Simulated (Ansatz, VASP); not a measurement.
## One calculation of MnO, two programs

```
Mn O
1.0
     0.00000    2.22391    2.22391
     2.22391    0.00000    2.22391
     2.22391    2.22391    0.00000
Mn O
1 1
Direct
  0.00000 0.00000 0.00000
  0.50000 0.50000 0.50000
```

Alike in both runs: task single point; functional PBE; k mesh 10 × 10 × 10; occupations gaussian, width 0.016 eV; collinear spin.

|  | VASP | Ansatz |
| --- | --- | --- |
| version | VASP 6.6.1 | Ansatz 0.2.0 |
| potentials or method | VASP PAW PBE potentials, release 64 (Mn_pv, O), cutoff 520 eV | all-electron LAPW, scalar-relativistic |

VASP gave:

```
gap on the k mesh at the Fermi level (eV)                     : none
pressure (GPa)                                                : 0.4
net moment per atom (μB)                                      : 2.40
size of the moment on the site where the two differ most (μB) : 0.21
```

What did Ansatz give for the same quantities?

gap on the k mesh at the Fermi level (eV): none; pressure (GPa): 0.2; net moment per atom (μB): 2.40; size of the moment on the site where the two differ most (μB): 0.24.

Site moments also hang on the region over which each program counts them. A gap of «none» marks a metal or a gap that the smearing closes. Ansatz ran all-electron here, and VASP with PAW potentials.
